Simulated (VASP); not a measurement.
A run of VASP 6.6.1:

INCAR

```
PREC = Accurate
ENCUT = 520
EDIFF = 1E-7
ISMEAR = 0
SIGMA = 0.05
LREAL = F
LASPH = T
NELM = 100
ALGO = Normal
ISIF = 2
LWAVE = F
LCHARG = F
GGA = PE
NBANDS = 35
```

The input KPOINTS:

```
regular mesh
0
Gamma
  6 6 8
```

File POSCAR:

```
SnO2
1.0
    4.8277049966      0.0000000000      0.0000000000
    0.0000000000      4.8277049966      0.0000000000
    0.0000000000      0.0000000000      3.2379909407
Sn O
2 4
Direct
    0.0000000000      0.0000000000      0.0000000000
    0.5000000000      0.5000000000      0.5000000000
    0.3340679332      0.3340679332      0.0000000000
    0.2208577598      0.8340679332      0.5000000000
    0.7208577598      0.7208577598      0.0000000000
    0.8340679332      0.2208577598      0.5000000000
```

Potentials or basis: VASP PAW PBE potentials, release 64 (Sn_d, O).

The run is started by

```bash
$ cat potpaw_PBE.64/Sn_d/POTCAR potpaw_PBE.64/O/POTCAR > POTCAR
$ mpirun -np 1 vasp_std > vasp.out
```

Hardware: 1 thread of Intel(R) Xeon(R) Platinum 8375C CPU @ 2.90GHz (Ice Lake), with other jobs on the host.

**Question.** How long does it take, and how much memory?

**Answer.** Run time: 97 s on 1 thread of Intel(R) Xeon(R) Platinum 8375C CPU @ 2.90GHz (Ice Lake), on a shared host, peak memory 0.27 GiB. Counts: scf iterations 15, k points 65.
